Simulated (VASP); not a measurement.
**FeSi: relaxation of cell and atoms with PBE**

The system is FeSi.

```
Fe Si
1.0
     4.44799    0.00000    0.00000
     0.00000    4.44799    0.00000
     0.00000    0.00000    4.44799
Fe Si
4 4
Direct
  0.13600 0.13600 0.13600
  0.36400 0.86400 0.63600
  0.63600 0.36400 0.86400
  0.86400 0.63600 0.36400
  0.84072 0.84072 0.84072
  0.65928 0.15928 0.34072
  0.34072 0.65928 0.15928
  0.15928 0.34072 0.65928
```

| Quantity | Value |
| --- | --- |
| Program | VASP 6.6.1 |
| Task | relaxation of cell and atoms |
| Functional | PBE |
| Potentials or basis | VASP PAW PBE potentials, release 64 (Fe, Si) |
| Cutoff | 600 eV |
| k mesh | 8 × 8 × 8 |
| Occupations | gaussian, width 0.05 eV |
| Spin | no spin polarisation |
| Dipole correction | no |
| Further INCAR settings | ALGO = Normal; EDIFF = 1e-06; IBRION = 2; EDIFFG = -0.01; NSW = 50; ISIF = 3 |

```yaml
Relaxed_volume: 11.00 Å³/atom
Relaxed_cell: a = 4.448 Å, b = 4.448 Å, c = 4.448 Å, α = 90.00°, β = 90.00°, γ = 90.00°
Space_group_after_relaxing_to_0.1_Å: P2_13 (No. 198)
Energy_gained_by_relaxing: 0.0 meV/atom
Ionic_steps: 5
Pressure_after_relaxing: 0.0 GPa
Largest_force_after_relaxing: 0.004 eV/Å
Band_gap_on_the_k_mesh: 0.16 eV (least direct gap 0.17 eV)
```

Forces in eV/Å, atoms in the order of the input:
```
Fe  -0.001 -0.001 -0.001
Fe   0.001  0.001 -0.001
Fe  -0.001  0.001  0.001
Fe   0.001 -0.001  0.001
Si   0.002  0.002  0.002
Si  -0.002 -0.002  0.002
Si   0.002 -0.002 -0.002
Si  -0.002  0.002 -0.002
```

Step by step:
| step | energy change (eV) | largest force (eV/Å) | pressure (GPa) | volume (Å³) |
| --- | --- | --- | --- | --- |
| 1 | 0.0000 | 0.0354 | 0.12 | 88.00 |
| 2 | -0.0001 | 0.0103 | -0.22 | 88.11 |
| 3 | -0.0001 | 0.0149 | -0.11 | 88.09 |
| 4 | -0.0001 | 0.0138 | -0.16 | 88.09 |
| 5 | -0.0002 | 0.0040 | 0.03 | 88.02 |

Final structure:
```yaml
crystal:
  lattice:
    - [4.44821, 0.00000, 0.00000]
    - [0.00000, 4.44821, 0.00000]
    - [0.00000, 0.00000, 4.44821]
  atoms:
    - { symbol: Fe, position: [0.13640, 0.13640, 0.13640] }
    - { symbol: Fe, position: [0.36360, 0.86360, 0.63640] }
    - { symbol: Fe, position: [0.63640, 0.36360, 0.86360] }
    - { symbol: Fe, position: [0.86360, 0.63640, 0.36360] }
    - { symbol: Si, position: [0.84075, 0.84075, 0.84075] }
    - { symbol: Si, position: [0.65925, 0.15925, 0.34075] }
    - { symbol: Si, position: [0.34075, 0.65925, 0.15925] }
    - { symbol: Si, position: [0.15925, 0.34075, 0.65925] }
```

Levels at points of the mesh, in eV from the valence-band top:
| k point | band 21 | band 22 | band 23 | band 24 | band 25 | band 26 | band 27 | band 28 |
| --- | --- | --- | --- | --- | --- | --- | --- | --- |
| (0.00, 0.00, 0.00) | -0.29 | -0.29 | -0.04 | -0.04 | 0.66 | 0.66 | 0.66 | 3.03 |
| (0.50, 0.00, 0.00) | -0.38 | -0.38 | -0.01 | -0.01 | 0.20 | 0.20 | 1.72 | 1.72 |
| (0.50, 0.50, 0.00) | -1.01 | -1.01 | -0.36 | -0.36 | 0.64 | 0.64 | 1.30 | 1.30 |
| (0.50, 0.50, 0.50) | -0.67 | -0.67 | -0.67 | -0.67 | 0.50 | 0.50 | 0.50 | 0.50 |

Run time: 3.1 min on 1 thread of AMD EPYC 9R45 96-Core Processor (Zen 5), with other jobs on the host, peak memory 0.25 GiB.

A k mesh can miss the band edges. Spin polarisation is off, so any magnetic state and its effect on volume and gap are missing.
